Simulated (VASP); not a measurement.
# Sb (I4/mmm) in VASP: a series of runs, part 2 of 2

VASP 6.6.1. Earlier steps stand in the parts before.

## (6) Single point, PBEsol (equal xx and yy strain of -2 %)

File INCAR:

```
SYSTEM = Sb
PREC = Accurate ; ENCUT = 520
EDIFF = 1E-6 ; ISMEAR = -1
SIGMA = 0.05 ; LREAL = .FALSE.
LASPH = .TRUE. ; NELM = 60
ALGO = Normal ; ISIF = 2
LWAVE = .FALSE. ; LCHARG = .FALSE.
GGA = PS ; NBANDS = 8
```

File KPOINTS:

```
regular mesh
0
G
  19 19 19
  0 0 0
```

File POSCAR:

```
Sb
1.0
   -1.4749000000      1.4749000000      2.4800000000
    1.4749000000     -1.4749000000      2.4800000000
    1.4749000000      1.4749000000     -2.4800000000
Sb
1
Direct
    0.0000000000      0.0000000000      0.0000000000
```

Potentials or basis: VASP PAW PBE potentials, release 64 (Sb).

On the command line:

```sh
> cat potpaw_PBE.64/Sb/POTCAR > POTCAR
> mpirun -np 1 vasp_std > vasp.out
```

OUTCAR:

```text
SYSTEM = Sb
   PREC = Accurate
   ENCUT = 520
   EDIFF = 1E-6
   ISMEAR = -1
   LREAL = .FALSE.
   LASPH = .TRUE.
   NELM = 60
   ISIF = 2
   GGA = PS

 ion  position               nearest neighbor table
   1  0.000  0.000  0.000-

  LATTYP: Found a body centered tetragonal cell.
 ALAT       =     2.9498000000
 C/A-ratio  =     1.6814699302

  Lattice vectors:

 A1 = (  -1.4749000000,   1.4749000000,   2.4800000000)
 A2 = (   1.4749000000,  -1.4749000000,   2.4800000000)
 A3 = (   1.4749000000,   1.4749000000,  -2.4800000000)

Analysis of symmetry for initial positions (statically):
=====================================================================
 Subroutine PRICEL returns:
 Original cell was already a primitive cell.

 Routine SETGRP: Setting up the symmetry group for a
 body centered tetragonal supercell.

 Subroutine GETGRP returns: Found 16 space group operations
 (whereof 16 operations were pure point group operations)
 out of a pool of 16 trial point group operations.

The static configuration has the point symmetry D_4h.

Analysis of symmetry for dynamics (positions and initial velocities):
=====================================================================
 Subroutine PRICEL returns:
 Original cell was already a primitive cell.

 Routine SETGRP: Setting up the symmetry group for a
 body centered tetragonal supercell.

 Subroutine GETGRP returns: Found 16 space group operations
 (whereof 16 operations were pure point group operations)
 out of a pool of 16 trial point group operations.

The dynamic configuration has the point symmetry D_4h.

 Subroutine INISYM returns: Found 16 space group operations
 (whereof 16 operations are pure point group operations),
 and found     1 'primitive' translations

----------------------------------------------------------------------------------------

                                     Primitive cell

  volume of cell :      21.5793

[... 101 lines left out ...]
   ISMEAR =    -1;   SIGMA  =   0.05  broadening in eV -4-tet -1-fermi 0-gaus
   EFERMI_NEDOS =   21; number of points for ismear=-14 and -15
   IALGO  =     38    algorithm
   IMIX   =      4    mixing-type and parameters
     AMIX     =   0.40;   BMIX     =  1.00
     AMIX_MAG =   1.60;   BMIX_MAG =  1.00
  volume/ion in A,a.u.               =      21.58       145.62
  Fermi-wavevector in a.u.,A,eV,Ry     =   1.005509  1.900136 13.756143  1.011048
  Thomas-Fermi vector in A             =   2.138193
   LORBIT       =      0    0 simple, 1 ext, 2 COOP (PROOUT), +10 PAW based schemes
   GGA     = PS    functional components
   LHFCALC =     F    Hartree Fock is set to
   AEXX    =    0.0000 exact exchange contribution
   IVDW    =     0    specifies the selected vdW correction
   LEPSILON=     F    determine dielectric tensor
   LRPA    =     F    only Hartree local field effects (RPA)
 non-spin polarized calculation
  energy-cutoff  :      520.00
  volume of cell :       21.58
 maximum number of plane-waves:       605
   NGX = 11   NGY = 11   NGZ = 11

 number of electron       5.0000000 magnetization

 Free energy of the ion-electron system (eV)
  ---------------------------------------------------
  ext. energy  EPLUGINS =         0.00000000
  ---------------------------------------------------
  free energy    TOTEN  =        -4.04700672 eV

  energy without entropy =       -4.04213592  energy(sigma->0) =       -4.04457132

 E-fermi :  11.6073     XC(G=0): -11.3110

 val. band max:       11.6067734678   @ k =   0.4211   0.2105   0.0526
 cond. band min:      11.6096675804   @ k =  -0.1579  -0.4737   0.1053
 fundamental gap:      0.0028941126
 Fermi energy:        11.6073247217

 k-point     1 :       0.0000    0.0000    0.0000
  band No.  band energies     occupation
      1      -3.3528      2.00000
      2      18.2905      0.00000
      3      18.6939      0.00000
      4      18.6939      0.00000
      5      21.8742      0.00000
      6      22.0912      0.00000
      7      23.0223      0.00000
      8      23.0223      0.00000
[... 243 lines left out ...]
 k-point    24 :      -0.2632    0.0526   -0.0000
  band No.  band energies     occupation
      1      -1.7661      2.00000
      2      10.9540      2.00000
      3      15.4829      0.00000
      4      18.0691      0.00000
      5      19.7984      0.00000
      6      22.1168      0.00000
      7      23.9007      0.00000
      8      24.3622      0.00000

 [... further k-points ...]
[... 5 lines left out ...]
  --------------------------------------------------------------------------------------
  -------------------------------------------------------------------------------------
  Total        3.0615999      3.0615999      2.5472215      0.0000000      0.0000000      0.0000000
  in kB      227.3119099    227.3119099    189.1213132      0.0000000      0.0000000      0.0000000
  external PRESSURE =     214.5817110 kB  Pullay stress =       0.0000000 kB

 VOLUME and BASIS-vectors are now :
 -----------------------------------------------------------------------------
  energy-cutoff  :      520.00
  volume of cell :       21.58
      direct lattice vectors                 reciprocal lattice vectors
    -1.474900000  1.474900000  2.480000000     0.000000000  0.339006034  0.201612903
     1.474900000 -1.474900000  2.480000000     0.339006034  0.000000000  0.201612903
     1.474900000  1.474900000 -2.480000000     0.339006034  0.339006034  0.000000000

 POSITION                                       TOTAL-FORCE (eV/Angst)
 -----------------------------------------------------------------------------------
      0.00000      0.00000      0.00000         0.000000      0.000000      0.000000
 -----------------------------------------------------------------------------------
    total drift:                               -0.000000     -0.000000     -0.000000

  FREE ENERGIE OF THE ION-ELECTRON SYSTEM (eV)
  ---------------------------------------------------
  free  energy   TOTEN  =        -4.0470067169 eV

  energy  without entropy=       -4.0421359167  energy(sigma->0) =       -4.04457132
```

Wall time 2.2 min (1 thread of AMD EPYC 7R13, shared host); peak memory 0.19 GiB.

Results:

* Free energy: -4.0470 eV
* Pressure: 21.5 GPa

Caveat: the cell differs from its parent crystal (equal xx and yy strain of -2 %); the PAW data sets were made with another functional, which shifts forces and pressure a little; spin-orbit coupling is left out, which moves the levels of the heavy elements.

## (7) Overview

```tsv
cell	gap on the mesh (eV)	pressure (GPa)
a = 3.268 Å, angles 125.2, 125.2, 81.3°, 1 atom	none	15.3
a = 3.279 Å, angles 125.2, 125.2, 81.3°, 1 atom	none	14.0
a = 3.287 Å, angles 125.5, 125.5, 80.7°, 1 atom	none	14.2
a = 3.227 Å, angles 126.2, 126.2, 79.6°, 1 atom	none	25.0
a = 3.241 Å, angles 125.9, 125.9, 80.1°, 1 atom	none	21.5
```

Alike in all rows: task single point; level PBEsol; potentials or basis VASP PAW PBE potentials, release 64 (Sb); no spin polarisation; k mesh 19 × 19 × 19; cutoff (eV) 520; smearing fermi-dirac 0.05 eV.

Caveats: the PAW data sets were made with another functional, which shifts forces and pressure a little; spin-orbit coupling is left out, which moves the levels of the heavy elements.

Absolute energies hang on the potentials; compare differences alone.
